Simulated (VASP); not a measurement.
Here is a VASP 6.6.1 calculation.

File INCAR:

```
PREC = Accurate
ENCUT = 520
EDIFF = 1E-7
ISMEAR = -1
SIGMA = 0.05
LREAL = F
LASPH = T
NELM = 80
ALGO = Normal
ISIF = 2
LWAVE = F
LCHARG = T
GGA = PE
LELF = T
LVHAR = T
NBANDS = 12
```

File KPOINTS:

```
Automatic mesh
0
Gamma
  15 15 15
```

The input POSCAR:

```
Ag
1.0
    0.0000000000      2.0839620000      2.0431000000
    2.0839620000      0.0000000000      2.0431000000
    2.0839620000      2.0839620000      0.0000000000
Ag
1
Direct
    0.0000000000      0.0000000000      0.0000000000
```

Potentials or basis: VASP PAW PBE potentials, release 64 (Ag).

The run is started by

```sh
$ cat potpaw_PBE.64/Ag/POTCAR > POTCAR
$ mpirun -np 1 vasp_std > vasp.out
```

Q: What does it give for the band gap on the k mesh?

A: Zero (an odd number of electrons rules out a gap without spin polarisation).

Q: What does it give for the pressure?

A: 0.3 GPa.

Caveat: the cell differs from its parent crystal (equal xx and yy strain of +2 %).
